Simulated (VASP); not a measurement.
# Al8N7 (a cell with a defect) in VASP: relaxation of the atoms with PBE

Aim: the relaxation of the atoms of Al8N7 (a cell with a defect) with PBE.

Program: VASP 6.6.1. These are calculated values, not measurements. Logs are shortened: lines on timing, memory, paths and dates and some standing lists are left out, and cuts for length are marked.

### Step 1. The cell of the first run

The cell holds a defect, 15 atoms: a = 5.018 Å, b = 6.260 Å, c = 6.260 Å, α = 120.00°, β = 90.00°, γ = 90.00°.

### Step 2. Relaxation of the atoms, PBE, collinear spin (atoms taken out)

The input, INCAR:

```
ALGO = Normal ; EDIFF = 1E-6
EDIFFG = -0.025 ; ENCUT = 520
GGA = PE ; IBRION = 2
ISIF = 2 ; ISMEAR = 0
ISPIN = 2 ; KPAR = 2
LASPH = T ; LCHARG = F
LORBIT = 11 ; LREAL = Auto
LWAVE = F ; MAGMOM = 0.25 0 0 0 0.25 0.25 0 0.25 0 0 0 0 0 0 0
NCORE = 2 ; NELM = 150
NSW = 65 ; PREC = Accurate
SIGMA = 0.01
```

The input, KPOINTS:

```
k-points
0
Gamma
  2 2 2
```

The input, POSCAR:

```
Al8N7
1.0
    0.0000000000      0.0000000000      5.0179604231
   -3.1302455677     -5.4217443634      0.0000000000
    6.2604911353      0.0000000000      0.0000000000
Al N
8 7
Direct
    1.0118751941      0.1647746526      0.8325577505
    0.9992286462      0.1666666667      0.3333333333
    0.9992286462      0.6666666667      0.8333333333
    0.9992286462      0.6666666667      0.3333333333
    0.5186555424      0.3382568077      0.1725395280
    0.4878120074      0.3322532810      0.6531722989
    0.4992286462      0.8333333333      0.1666666667
    0.4974004430      0.8406396871      0.6783840855
    0.3807713538      0.1666666667      0.3333333333
    0.3807713538      0.6666666667      0.8333333333
    0.3807713538      0.6666666667      0.3333333333
    0.8807713538      0.3333333333      0.1666666667
    0.8807713538      0.3333333333      0.6666666667
    0.8807713538      0.8333333333      0.1666666667
    0.8807713538      0.8333333333      0.6666666667
```

Potentials or basis: VASP PAW PBE potentials, release 64 (Al, N).

Run with:

```sh
> cat potpaw_PBE.64/Al/POTCAR potpaw_PBE.64/N/POTCAR > POTCAR
> mpirun -np 4 vasp_std > vasp.out
```

OUTCAR:

```text
EDIFF = 1E-6
   EDIFFG = -0.025
   ENCUT = 520
   GGA = PE
   IBRION = 2
   ISIF = 2
   ISMEAR = 0
   ISPIN = 2
   LASPH = T
   LORBIT = 11
   LREAL = Auto
   NELM = 150
   NSW = 65
   PREC = Accurate

 ion  position               nearest neighbor table
   1  0.012  0.165  0.833-  15 1.91  12 1.93  13 1.93   8 3.00   6 3.04   5 3.09   3 3.12   4 3.12
                             8 3.12   2 3.13   2 3.13   4 3.14   3 3.14   5 3.14   6 3.23
   2  0.999  0.167  0.333-  12 1.90  13 1.90  14 1.90   9 1.91   6 3.00   5 3.01   7 3.09   7 3.09
                             6 3.10   1 3.13   3 3.13   3 3.13   4 3.13   4 3.13   1 3.13   5 3.17
   3  0.999  0.667  0.833-  15 1.90  14 1.90  13 1.90  10 1.91   6 3.05   8 3.07   8 3.09   7 3.09
                             7 3.09   1 3.12   4 3.13   4 3.13   2 3.13   2 3.13   1 3.14   6 3.14
   4  0.999  0.667  0.333-  14 1.90  15 1.90  12 1.90  11 1.91   5 3.00   7 3.09   7 3.09   8 3.12
                             1 3.12   3 3.13   3 3.13   2 3.13   2 3.13   8 3.14   1 3.14   5 3.16
   5  0.519  0.338  0.173-  12 1.82  11 1.91   9 1.93   4 3.00   2 3.01   6 3.03   1 3.09   8 3.11
                             7 3.12   1 3.14   7 3.14   4 3.16   8 3.16   2 3.17   6 3.24
   6  0.488  0.332  0.653-   9 1.82  10 1.89  13 1.97   2 3.00   5 3.03   1 3.04   3 3.05   7 3.09
                             2 3.10   8 3.11   3 3.14   8 3.16   7 3.18   1 3.23   5 3.24
   7  0.499  0.833  0.167-  11 1.90  10 1.90   9 1.90  14 1.91   8 3.08   6 3.09   4 3.09   4 3.09
                             3 3.09   3 3.09   2 3.09   2 3.09   5 3.12   5 3.14   6 3.18   8 3.18
   8  0.497  0.841  0.678-  10 1.88  15 1.92  11 1.96   1 3.00   3 3.07   7 3.08   3 3.09   5 3.11
                             6 3.11   4 3.12   1 3.12   4 3.14   5 3.16   6 3.16   7 3.18
   9  0.381  0.167  0.333-   6 1.82   7 1.90   2 1.91   5 1.93
  10  0.381  0.667  0.833-   8 1.88   6 1.89   7 1.90   3 1.91
  11  0.381  0.667  0.333-   7 1.90   5 1.91   4 1.91   8 1.96
  12  0.881  0.333  0.167-   5 1.82   2 1.90   4 1.90   1 1.93
  13  0.881  0.333  0.667-   2 1.90   3 1.90   1 1.93   6 1.97
  14  0.881  0.833  0.167-   4 1.90   3 1.90   2 1.90   7 1.91
  15  0.881  0.833  0.667-   3 1.90   4 1.90   1 1.91   8 1.92

  LATTYP: Found a hexagonal cell.
 ALAT       =     6.2604911354
 C/A-ratio  =     0.8015282371

  Lattice vectors:

 A1 = (  -3.1302455677,  -5.4217443634,   0.0000000000)
 A2 = (   6.2604911353,   0.0000000000,   0.0000000000)
 A3 = (   0.0000000000,   0.0000000000,   5.0179604231)

Analysis of symmetry for initial positions (statically):
=====================================================================
 Subroutine PRICEL returns:
 Original cell was already a primitive cell.

 Routine SETGRP: Setting up the symmetry group for a
 hexagonal supercell.

 Subroutine GETGRP returns: Found  1 space group operations
 (whereof  1 operations were pure point group operations)
 out of a pool of 24 trial point group operations.

The static configuration has the point symmetry C_1 .

Analysis of symmetry for dynamics (positions and initial velocities):
=====================================================================
 Subroutine PRICEL returns:
 Original cell was already a primitive cell.

 Routine SETGRP: Setting up the symmetry group for a
 hexagonal supercell.

 Subroutine GETGRP returns: Found  1 space group operations
 (whereof  1 operations were pure point group operations)
 out of a pool of 24 trial point group operations.

The dynamic configuration has the point symmetry C_1 .

Analysis of structural, dynamic, and magnetic symmetry:
=====================================================================
 Subroutine PRICEL returns:
 Original cell was already a primitive cell.

 Routine SETGRP: Setting up the symmetry group for a
 hexagonal supercell.

 Subroutine GETGRP returns: Found  1 space group operations
 (whereof  1 operations were pure point group operations)
 out of a pool of 24 trial point group operations.

The overall configuration has the point symmetry C_1 .

 Subroutine INISYM returns: Found  1 space group operations
 (whereof  1 operations are pure point group operations),
 and found     1 'primitive' translations

----------------------------------------------------------------------------------------

                                     Primitive cell

  volume of cell :     170.3235

  direct lattice vectors                    reciprocal lattice vectors
     0.000000000  0.000000000  5.017960423     0.000000000  0.000000000  0.199284154
[... 97 lines left out ...]
   EDIFFG = -.3E-01   stopping-criterion for IOM
   NSW    =     65    number of steps for IOM
   IBRION =      2    ionic relax: 0-MD 1-quasi-New 2-CG
   NFREE  =      1    steps in history (QN), initial steepest desc. (CG)
   ISIF   =      2    stress and relaxation
   ISYM   =      2    0-nonsym 1-usesym 2-fastsym
   POTIM  = 0.5000    time-step for ionic-motion
   TEBEG  =    0.0;   TEEND  =   0.0 temperature during run
   PSTRESS=    0.0 pullay stress
   NELECT =      59.0000    total number of electrons
   NUPDOWN=      -1.0000    fix difference up-down
   EMIN   =  10.00;   EMAX   =-10.00  energy-range for DOS
   EFERMI =   0.00;   METHOD = LEGACY
   ISMEAR =     0;   SIGMA  =   0.01  broadening in eV -4-tet -1-fermi 0-gaus
   EFERMI_NEDOS =   21; number of points for ismear=-14 and -15
   IALGO  =     38    algorithm
   IMIX   =      4    mixing-type and parameters
     AMIX     =   0.40;   BMIX     =  1.00
     AMIX_MAG =   1.60;   BMIX_MAG =  1.00
  volume/ion in A,a.u.               =      11.35        76.63
  Fermi-wavevector in a.u.,A,eV,Ry     =   1.149743  2.172698 17.985650  1.321908
  Thomas-Fermi vector in A             =   2.286410
   LORBIT       =     11    0 simple, 1 ext, 2 COOP (PROOUT), +10 PAW based schemes
   GGA     = PE    functional components
   LHFCALC =     F    Hartree Fock is set to
   AEXX    =    0.0000 exact exchange contribution
   IVDW    =     0    specifies the selected vdW correction
   LEPSILON=     F    determine dielectric tensor
   LRPA    =     F    only Hartree local field effects (RPA)
 conjugate gradient relaxation of ions
 spin polarized calculation
 Gauss-broadening in eV      SIGMA  =   0.01
  energy-cutoff  :      520.00
  volume of cell :      170.32
 maximum number of plane-waves:      4596
 NGX is ok and might be reduce to    40
   NGX = 19   NGY = 23   NGZ = 23

--------------------------------------- Ionic step        1  -------------------------------------------

 number of electron      58.9999992 magnetization       0.2499809

 Free energy of the ion-electron system (eV)
  ---------------------------------------------------
  ext. energy  EPLUGINS =         0.00000000
  ---------------------------------------------------
  free energy    TOTEN  =      -105.10086235 eV

  energy without entropy =     -105.10086235  energy(sigma->0) =     -105.10086235

------------------------ aborting loop because EDIFF is reached ----------------------------------------

  FORCE on cell =-STRESS in cart. coord.  units (eV):
  Direction    XX          YY          ZZ          XY          YZ          ZX
  --------------------------------------------------------------------------------------
  -------------------------------------------------------------------------------------
  Total        2.4998259      0.6616050     -0.5260878     -0.1769887     -0.3351533      0.4945624
  in kB       23.5150374      6.2235000     -4.9487348     -1.6648740     -3.1526766      4.6521855
  external PRESSURE =       8.2632675 kB  Pullay stress =       0.0000000 kB
[... 128 lines left out ...]
  FREE ENERGIE OF THE ION-ELECTRON SYSTEM (eV)
  ---------------------------------------------------
  free  energy   TOTEN  =      -105.3117198473 eV

  energy  without entropy=     -105.3117198385  energy(sigma->0) =     -105.31171984

[... ionic steps 4 to 9 ...]

--------------------------------------- Ionic step       10  -------------------------------------------

 number of electron      58.9999994 magnetization       0.2500000

------------------------ aborting loop because EDIFF is reached ----------------------------------------
[... 93 lines left out ...]
--------------------------------------- Ionic step       12  -------------------------------------------

 number of electron      58.9999994 magnetization       0.2500000

 Free energy of the ion-electron system (eV)
  ---------------------------------------------------
  ext. energy  EPLUGINS =         0.00000000
  ---------------------------------------------------
  free energy    TOTEN  =      -105.34708475 eV

  energy without entropy =     -105.34708475  energy(sigma->0) =     -105.34708475

 E-fermi :   8.7293     XC(G=0): -10.6602

 val. band max:        8.6876077048   @ k =   0.5000  -0.0000   0.5000
 cond. band min:       8.7707800178   @ k =   0.5000   0.5000   0.0000
 fundamental gap:      0.0831723131
 Fermi energy:         8.7292553781

 spin component 1

 k-point     1 :       0.0000    0.0000    0.0000
  band No.  band energies     occupation
      1      -9.2230      1.00000
      2      -7.5040      1.00000
      3      -7.4971      1.00000
      4      -7.3949      1.00000
      5      -7.0988      1.00000
      6      -6.8450      1.00000
[... 317 lines left out ...]
     37      12.8696      0.00000
     38      12.9285      0.00000
 Fermi energy:         8.7292553781

 spin component 2

 k-point     1 :       0.0000    0.0000    0.0000
  band No.  band energies     occupation
      1      -9.2144      1.00000
      2      -7.5010      1.00000
      3      -7.4889      1.00000
      4      -7.3893      1.00000
      5      -7.0965      1.00000
      6      -6.8420      1.00000
[... 359 lines left out ...]
  FREE ENERGIE OF THE ION-ELECTRON SYSTEM (eV)
  ---------------------------------------------------
  free  energy   TOTEN  =      -105.3470847521 eV

  energy  without entropy=     -105.3470847520  energy(sigma->0) =     -105.34708475

 reached required accuracy - stopping structural energy minimisation

 total charge

# of ion       s       p       d       tot
------------------------------------------
    1        0.365   0.393   0.000   0.757
    2        0.364   0.428   0.000   0.791
    3        0.364   0.428   0.000   0.791
    4        0.364   0.428   0.000   0.792
    5        0.391   0.392   0.000   0.783
    6        0.391   0.392   0.000   0.784
    7        0.363   0.431   0.000   0.793
    8        0.387   0.385   0.000   0.773
    9        1.239   2.598   0.000   3.837
   10        1.238   2.593   0.000   3.831
   11        1.238   2.593   0.000   3.832
   12        1.228   2.596   0.000   3.824
   13        1.228   2.596   0.000   3.824
   14        1.220   2.636   0.000   3.857
   15        1.229   2.592   0.000   3.821
--------------------------------------------------
tot         11.610  21.481   0.000  33.092

 magnetization (x)

# of ion       s       p       d       tot
------------------------------------------
    1       -0.000   0.001   0.000   0.001
    2       -0.000   0.000   0.000   0.000
    3        0.000   0.000   0.000   0.001
    4        0.000   0.000   0.000   0.001
    5        0.009   0.012   0.000   0.021
    6        0.009   0.012   0.000   0.020
    7        0.000  -0.000   0.000   0.000
    8        0.002   0.006   0.000   0.009
    9        0.003  -0.003   0.000  -0.001
   10        0.001  -0.002   0.000  -0.001
   11        0.001  -0.002   0.000  -0.001
   12        0.000   0.007   0.000   0.007
   13        0.000   0.007   0.000   0.007
   14       -0.000   0.001   0.000   0.001
   15       -0.000  -0.001   0.000  -0.001
--------------------------------------------------
tot          0.026   0.038   0.000   0.064
```

Wall time 6.7 min (4 MPI ranks of AMD EPYC 7R43 (Zen 3), shared host); peak memory 0.22 GiB.

Results:

```
Free energy                                           : -105.3471 eV
Energy gained by relaxing                             : 16.4 meV/atom
Ionic steps                                           : 12
Pressure after relaxing                               : -0.7 GPa
Largest force after relaxing                          : 0.014 eV/Å
Net moment                                            : 0.25 μB per cell
Site moments                                          : Al +0.00, +0.02, +0.01 (each value once); N -0.00, +0.01, +0.00 (each value once) μB
Valence electrons inside the program's atomic spheres : Al 0.76, 0.79, 0.78, 0.77 (each value once); N 3.84, 3.83, 3.82, 3.86 (each value once)
```

Forces on the atoms (eV/Å):
```
Al   0.010  0.003  0.001
Al   0.006 -0.010 -0.001
Al  -0.012  0.004  0.004
Al   0.000  0.009 -0.005
Al  -0.002  0.007 -0.008
Al  -0.003  0.001  0.005
Al  -0.002  0.002 -0.010
Al  -0.001 -0.014  0.002
N   -0.011  0.002 -0.001
N    0.000 -0.001 -0.010
N    0.000  0.002  0.009
N    0.004  0.005 -0.007
N    0.009 -0.007  0.008
N   -0.002 -0.006  0.009
N    0.005  0.002  0.002
```

Step by step:
```tsv
step	energy change (eV)	largest force (eV/Å)	pressure (GPa)
1	0.0000	2.0978	0.83
2	-0.2022	0.7392	-0.42
3	-0.2109	0.4776	-0.30
4	-0.2353	0.1609	-0.64
5	-0.2369	0.1644	-0.75
6	-0.2414	0.1133	-0.78
7	-0.2422	0.1367	-0.80
8	-0.2446	0.0700	-0.76
9	-0.2452	0.0552	-0.74
10	-0.2460	0.0330	-0.72
11	-0.2460	0.0348	-0.72
12	-0.2462	0.0143	-0.73
```

Final structure:
```
Al N
1.0
     0.00000    0.00000    5.01796
    -3.13025   -5.42174    0.00000
     6.26049    0.00000    0.00000
Al N
8 7
Direct
  0.01557 0.16921 0.83413
  0.99987 0.16581 0.33260
  0.00001 0.66850 0.83515
  0.00033 0.66869 0.33337
  0.49614 0.32997 0.16244
  0.49549 0.32981 0.66762
  0.50036 0.83324 0.16666
  0.49618 0.83989 0.67002
  0.38080 0.16514 0.33261
  0.38173 0.66626 0.83353
  0.38178 0.66632 0.33284
  0.88243 0.33363 0.16481
  0.88171 0.33345 0.66805
  0.88156 0.83400 0.16692
  0.88409 0.83868 0.66923
```

Caveat: the k points lie up to 0.63 Å⁻¹ apart; the cell differs from its parent crystal (atoms taken out).
